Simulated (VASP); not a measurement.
# HgTe (I-4m2) in VASP: a series of runs

HgTe is run at these levels: PBEsol; tasks: single point.

Program: VASP 6.6.1. These are calculated values, not measurements. Logs are shortened: lines on timing, memory, paths and dates and some standing lists are left out, and cuts for length are marked.

## 1. The cell of the first run

The structure is tetragonal, space group I-4m2 (No. 119). Conventional cell: a = 6.579 Å, b = 6.579 Å, c = 3.119 Å, α = 90.00°, β = 90.00°, γ = 90.00°. Hg (site symmetry -4m2) has 2 Hg at 3.12 Å and 8 Te at 3.38 to 4.04 Å within 4.1 Å. Within 4.1 Å of Te (site symmetry -4m2) lie 2 Te at 3.12 Å and 8 Hg at 3.38 to 4.04 Å.

## 2. Single point, PBEsol (strain +0.080 along x and y, +0.000 along z)

Contents of INCAR:

```
SYSTEM = HgTe
  PREC = Accurate
  ENCUT = 520
  EDIFF = 1E-6
  ISMEAR = 0
  SIGMA = 0.15
  LREAL = .False.
  LASPH = .True.
  NELM = 60
  ALGO = Normal
  ISIF = 2
  LWAVE = .False.
  LCHARG = .False.
  GGA = PS
  NBANDS = 16
```

Contents of KPOINTS:

```
regular mesh
0
Gamma
  18 18 18
  0 0 0
```

Contents of POSCAR:

```
HgTe
1.0
   -3.2892512400      3.2892512400      1.5594100000
    3.2892512400     -3.2892512400      1.5594100000
    3.2892512400      3.2892512400     -1.5594100000
Hg Te
1 1
Direct
    0.2500000000      0.7500000000      0.5000000000
    0.0000000000      0.0000000000      0.0000000000
```

Potentials or basis: VASP PAW PBE potentials, release 64 (Hg, Te).

Started as:

```bash
cat potpaw_PBE.64/Hg/POTCAR potpaw_PBE.64/Te/POTCAR > POTCAR
mpirun -np 1 vasp_std > vasp.out
```

OUTCAR:

```text
SYSTEM = HgTe
   PREC = Accurate
   ENCUT = 520
   EDIFF = 1E-6
   ISMEAR = 0
   LREAL = .False.
   LASPH = .True.
   NELM = 60
   ISIF = 2
   GGA = PS

 ion  position               nearest neighbor table
   1  0.250  0.750  0.500-   2 3.38   2 3.38   2 3.38   2 3.38
   2  0.000  0.000  0.000-   1 3.38   1 3.38   1 3.38   1 3.38

  LATTYP: Found a body centered tetragonal cell.
 ALAT       =     6.5785024800
 C/A-ratio  =     0.4740926996

  Lattice vectors:

 A1 = (  -3.2892512400,   3.2892512400,   1.5594100000)
 A2 = (   3.2892512400,  -3.2892512400,   1.5594100000)
 A3 = (   3.2892512400,   3.2892512400,  -1.5594100000)

Analysis of symmetry for initial positions (statically):
=====================================================================
 Subroutine PRICEL returns:
 Original cell was already a primitive cell.

 Routine SETGRP: Setting up the symmetry group for a
 body centered tetragonal supercell.

 Subroutine GETGRP returns: Found  8 space group operations
 (whereof  8 operations were pure point group operations)
 out of a pool of 16 trial point group operations.

The static configuration has the point symmetry D_2d.

Analysis of symmetry for dynamics (positions and initial velocities):
=====================================================================
 Subroutine PRICEL returns:
 Original cell was already a primitive cell.

 Routine SETGRP: Setting up the symmetry group for a
 body centered tetragonal supercell.

 Subroutine GETGRP returns: Found  8 space group operations
 (whereof  8 operations were pure point group operations)
 out of a pool of 16 trial point group operations.

The dynamic configuration has the point symmetry D_2d.

 Subroutine INISYM returns: Found  8 space group operations
 (whereof  8 operations are pure point group operations),
 and found     1 'primitive' translations

----------------------------------------------------------------------------------------

                                     Primitive cell

  volume of cell :      67.4861

  direct lattice vectors                    reciprocal lattice vectors
    -3.289251240  3.289251240  1.559410000     0.000000000  0.152010279  0.320634086
     3.289251240 -3.289251240  1.559410000     0.152010279  0.000000000  0.320634086
     3.289251240  3.289251240 -1.559410000     0.152010279  0.152010279  0.000000000

  length of vectors
     4.906129532  4.906129532  4.906129532     0.354842701  0.354842701  0.214974999

  position of ions in fractional coordinates (direct lattice)
     0.250000000  0.750000000  0.500000000
     0.000000000  0.000000000  0.000000000

  ion indices of the primitive-cell ions
   primitive index   ion index
                 1           1
                 2           2

----------------------------------------------------------------------------------------

 KPOINTS: regular mesh

Automatic generation of k-mesh.
 Grid dimensions read from file:
 generate k-points for:   18   18   18

 Generating k-lattice:

  Cartesian coordinates                     Fractional coordinates (reciprocal lattice)
     0.000000000  0.008445016  0.017813005     0.055555556  0.000000000 -0.000000000
     0.008445016  0.000000000  0.017813005     0.000000000  0.055555556 -0.000000000
     0.008445016  0.008445016  0.000000000     0.000000000  0.000000000  0.055555556

  Length of vectors
     0.019713483  0.019713483  0.011943055

  Shift w.r.t. Gamma in fractional coordinates (k-lattice)
     0.000000000  0.000000000  0.000000000

 Subroutine IBZKPT returns following result:
 ===========================================

 Found    480 irreducible k-points:

 Following reciprocal coordinates:
            Coordinates               Weight
  0.000000  0.000000  0.000000      1.000000
  0.055556  0.000000 -0.000000      8.000000
  0.111111  0.000000 -0.000000      8.000000
  0.166667  0.000000  0.000000      8.000000
  0.222222 -0.000000  0.000000      8.000000
  0.277778  0.000000  0.000000      8.000000
[... 16 lines left out ...]
 -0.277778  0.055556 -0.000000     16.000000
 -0.222222  0.055556 -0.000000     16.000000
 [... further k-points ...]
   k-points           NKPTS =    480   k-points in BZ     NKDIM =    480   number of bands    NBANDS=     16
   number of dos      NEDOS =    301   number of ions     NIONS =      2
   total plane-waves  NPLWV =  46656
   dimension x,y,z NGX =    36 NGY =   36 NGZ =   36
   dimension x,y,z NGXF=    72 NGYF=   72 NGZF=   72
   ions per type =               1   1
   NGX,Y,Z   is equivalent  to a cutoff of  12.20, 12.20, 12.20 a.u.
   NGXF,Y,Z  is equivalent  to a cutoff of  24.40, 24.40, 24.40 a.u.
 SYSTEM =  HgTe
   PREC   = accura    normal or accurate (medium, high low for compatibility)
   ISTART =      0    job   : 0-new  1-cont  2-samecut
   ICHARG =      2    charge: 1-file 2-atom 10-const
   ISPIN  =      1    spin polarized calculation?
   LNONCOLLINEAR =      F non collinear calculations
   LSORBIT =      F    spin-orbit coupling
   LASPH  =      T    aspherical Exc in radial PAW
   ENCUT  =  520.0 eV  38.22 Ry    6.18 a.u.   9.12  9.12  9.12*2*pi/ulx,y,z
   NELM   =     60;   NELMIN=  2; NELMDL= -5     # of ELM steps
   EDIFF  = 0.1E-05   stopping-criterion for ELM
   LREAL  =      F    real-space projection
   EDIFFG = 0.1E-04   stopping-criterion for IOM
   NSW    =      0    number of steps for IOM
   IBRION =     -1    ionic relax: 0-MD 1-quasi-New 2-CG
   NFREE  =      0    steps in history (QN), initial steepest desc. (CG)
   ISIF   =      2    stress and relaxation
   ISYM   =      2    0-nonsym 1-usesym 2-fastsym
   POTIM  = 0.5000    time-step for ionic-motion
   TEBEG  =    0.0;   TEEND  =   0.0 temperature during run
   PSTRESS=    0.0 pullay stress
   NELECT =      18.0000    total number of electrons
   NUPDOWN=      -1.0000    fix difference up-down
   EMIN   =  10.00;   EMAX   =-10.00  energy-range for DOS
   EFERMI =   0.00;   METHOD = LEGACY
   ISMEAR =     0;   SIGMA  =   0.15  broadening in eV -4-tet -1-fermi 0-gaus
   EFERMI_NEDOS =   21; number of points for ismear=-14 and -15
   IALGO  =     38    algorithm
   IMIX   =      4    mixing-type and parameters
     AMIX     =   0.40;   BMIX     =  1.00
     AMIX_MAG =   1.60;   BMIX_MAG =  1.00
  volume/ion in A,a.u.               =      33.74       227.71
  Fermi-wavevector in a.u.,A,eV,Ry     =   1.053806  1.991405 15.109380  1.110508
  Thomas-Fermi vector in A             =   2.188942
   LORBIT       =      0    0 simple, 1 ext, 2 COOP (PROOUT), +10 PAW based schemes
   GGA     = PS    functional components
   LHFCALC =     F    Hartree Fock is set to
   AEXX    =    0.0000 exact exchange contribution
   IVDW    =     0    specifies the selected vdW correction
   LEPSILON=     F    determine dielectric tensor
   LRPA    =     F    only Hartree local field effects (RPA)
 non-spin polarized calculation
 Gauss-broadening in eV      SIGMA  =   0.15
  energy-cutoff  :      520.00
  volume of cell :       67.49
 maximum number of plane-waves:      1862
   NGX = 19   NGY = 19   NGZ = 19

 number of electron      17.9999997 magnetization

 Free energy of the ion-electron system (eV)
  ---------------------------------------------------
  ext. energy  EPLUGINS =         0.00000000
  ---------------------------------------------------
  free energy    TOTEN  =        -3.74793550 eV

  energy without entropy =       -3.73555092  energy(sigma->0) =       -3.74174321

 E-fermi :   2.5647     XC(G=0):  -9.2581

 val. band max:        2.5613552557   @ k =  -0.2778  -0.3889   0.1111
 cond. band min:       2.5654886419   @ k =  -0.3333  -0.4444   0.1111
 fundamental gap:      0.0041333862
 Fermi energy:         2.5646596411

 k-point     1 :       0.0000    0.0000    0.0000
  band No.  band energies     occupation
      1      -9.0334      2.00000
      2      -4.2984      2.00000
      3      -3.4463      2.00000
      4      -3.4087      2.00000
      5      -3.0217      2.00000
      6      -3.0217      2.00000
[... 8 lines left out ...]
     15      11.8807      0.00000
     16      12.3934      0.00000

 k-point     2 :       0.0556    0.0000   -0.0000
  band No.  band energies     occupation
      1      -8.9878      2.00000
      2      -4.2501      2.00000
      3      -3.4409      2.00000
      4      -3.4089      2.00000
      5      -3.0469      2.00000
      6      -3.0467      2.00000
[... 8 lines left out ...]
     15      12.0531      0.00000
     16      12.8093      0.00000

 k-point     3 :       0.1111    0.0000   -0.0000
  band No.  band energies     occupation
      1      -8.8519      2.00000
      2      -4.1104      2.00000
      3      -3.4255      2.00000
      4      -3.4094      2.00000
      5      -3.1179      2.00000
      6      -3.1162      2.00000
[... 8 lines left out ...]
     15      12.5493      0.00000
     16      13.1101      0.00000

 k-point     4 :       0.1667    0.0000    0.0000
  band No.  band energies     occupation
      1      -8.6300      2.00000
      2      -3.8954      2.00000
      3      -3.4094      2.00000
      4      -3.4030      2.00000
      5      -3.2210      2.00000
      6      -3.2155      2.00000
[... 8 lines left out ...]
     15      12.2345      0.00000
     16      12.3851      0.00000

 k-point     5 :       0.2222   -0.0000    0.0000
  band No.  band energies     occupation
      1      -8.3299      2.00000
      2      -3.6360      2.00000
      3      -3.4087      2.00000
      4      -3.3922      2.00000
      5      -3.3254      2.00000
      6      -3.3244      2.00000
[... 8 lines left out ...]
     15      11.7171      0.00000
     16      11.7353      0.00000

 k-point     6 :       0.2778    0.0000    0.0000
  band No.  band energies     occupation
      1      -7.9658      2.00000
      2      -3.4837      2.00000
      3      -3.4608      2.00000
      4      -3.3991      2.00000
      5      -3.3516      2.00000
      6      -3.3244      2.00000
[... 8 lines left out ...]
     15      11.0599      0.00000
     16      11.6972      0.00000

 k-point     7 :       0.3333    0.0000    0.0000
  band No.  band energies     occupation
      1      -7.5630      2.00000
      2      -3.5930      2.00000
      3      -3.5511      2.00000
      4      -3.3840      2.00000
      5      -3.2955      2.00000
      6      -3.1445      2.00000
[... 8 lines left out ...]
     15      10.5105      0.00000
     16      12.1798      0.00000

 k-point     8 :       0.3889    0.0000    0.0000
  band No.  band energies     occupation
      1      -7.1673      2.00000
      2      -3.6806      2.00000
      3      -3.6287      2.00000
      4      -3.3676      2.00000
      5      -3.2698      2.00000
      6      -3.0040      2.00000
[... 8 lines left out ...]
     15      10.5810      0.00000
     16      12.8042      0.00000

 k-point     9 :       0.4444   -0.0000    0.0000
  band No.  band energies     occupation
      1      -6.8572      2.00000
      2      -3.7366      2.00000
      3      -3.6792      2.00000
      4      -3.3491      2.00000
      5      -3.2527      2.00000
      6      -2.9501      2.00000
[... 8 lines left out ...]
     15      11.3857      0.00000
     16      12.6690      0.00000
[... 172 lines left out ...]
 k-point    19 :       0.5000    0.0556    0.0000
  band No.  band energies     occupation
      1      -6.8453      2.00000
      2      -3.7389      2.00000
      3      -3.6753      2.00000
      4      -3.3406      2.00000
      5      -3.2506      2.00000
      6      -2.9641      2.00000
[... 8 lines left out ...]
     15      11.6314      0.00000
     16      12.4165      0.00000

 k-point    20 :      -0.4444    0.0556   -0.0000
  band No.  band energies     occupation
      1      -7.1463      2.00000
      2      -3.6829      2.00000
      3      -3.6218      2.00000
      4      -3.3619      2.00000
      5      -3.2655      2.00000
      6      -3.0215      2.00000
[... 8 lines left out ...]
     15      10.9161      0.00000
     16      12.7665      0.00000

 k-point    21 :      -0.3889    0.0556    0.0000
  band No.  band energies     occupation
      1      -7.5367      2.00000
      2      -3.5956      2.00000
      3      -3.5421      2.00000
      4      -3.3875      2.00000
      5      -3.2892      2.00000
      6      -3.1559      2.00000
[... 8 lines left out ...]
     15      10.8346      0.00000
     16      12.1245      0.00000

 k-point    22 :      -0.3333    0.0556    0.0000
  band No.  band energies     occupation
      1      -7.9376      2.00000
      2      -3.4879      2.00000
      3      -3.4546      2.00000
      4      -3.4091      2.00000
      5      -3.3548      2.00000
      6      -3.3160      2.00000
[... 8 lines left out ...]
     15      11.4116      0.00000
     16      11.6261      0.00000

 k-point    23 :      -0.2778    0.0556   -0.0000
  band No.  band energies     occupation
      1      -8.3025      2.00000
      2      -3.6389      2.00000
      3      -3.4220      2.00000
      4      -3.3942      2.00000
      5      -3.3240      2.00000
      6      -3.3129      2.00000
[... 8 lines left out ...]
     15      11.6592      0.00000
     16      12.0993      0.00000

 k-point    24 :      -0.2222    0.0556   -0.0000
  band No.  band energies     occupation
      1      -8.6056      2.00000
      2      -3.8964      2.00000
      3      -3.4265      2.00000
      4      -3.4005      2.00000
      5      -3.2193      2.00000
      6      -3.2105      2.00000
[... 8 lines left out ...]
     15      12.2386      0.00000
     16      12.6116      0.00000

 [... further k-points ...]

------------------------ aborting loop because EDIFF is reached ----------------------------------------

  FORCE on cell =-STRESS in cart. coord.  units (eV):
  Direction    XX          YY          ZZ          XY          YZ          ZX
  --------------------------------------------------------------------------------------
  -------------------------------------------------------------------------------------
  Total       -2.7626363     -2.7626363     -2.0538902      0.0000000      0.0000000      0.0000000
  in kB      -65.5873213    -65.5873213    -48.7610905      0.0000000      0.0000000      0.0000000
  external PRESSURE =     -59.9785777 kB  Pullay stress =       0.0000000 kB

 VOLUME and BASIS-vectors are now :
 -----------------------------------------------------------------------------
  energy-cutoff  :      520.00
  volume of cell :       67.49
      direct lattice vectors                 reciprocal lattice vectors
    -3.289251240  3.289251240  1.559410000     0.000000000  0.152010279  0.320634086
     3.289251240 -3.289251240  1.559410000     0.152010279  0.000000000  0.320634086
     3.289251240  3.289251240 -1.559410000     0.152010279  0.152010279  0.000000000

 POSITION                                       TOTAL-FORCE (eV/Angst)
 -----------------------------------------------------------------------------------
      3.28925      0.00000      0.77970         0.000000      0.000000     -0.000000
      0.00000      0.00000      0.00000        -0.000000     -0.000000      0.000000
 -----------------------------------------------------------------------------------
    total drift:                                0.000000     -0.000000      0.000000

  FREE ENERGIE OF THE ION-ELECTRON SYSTEM (eV)
  ---------------------------------------------------
  free  energy   TOTEN  =        -3.7479355005 eV

  energy  without entropy=       -3.7355509153  energy(sigma->0) =       -3.74174321
```

It took 6.5 min on 1 thread of Intel Xeon 8259CL, shared host; peak memory 0.64 GiB.

What came out:

| Quantity | Value |
| --- | --- |
| Free energy | -3.7479 eV |
| Pressure | -6.0 GPa |
| Band gap on the k mesh | zero (bands 9 and 10 overlap by 2.50 eV) |

Stress tensor (GPa, compression positive):
```
-6.56  0.00  0.00
 0.00 -6.56  0.00
 0.00  0.00 -4.88
```

Caveat: the cell differs from its parent crystal (strain +0.080 along x and y, +0.000 along z); the cell stands under tension; the PAW data sets were made with another functional, which shifts forces and pressure a little; spin-orbit coupling is left out, which moves the levels of the heavy elements.

(Continued in part 2 of 2.)
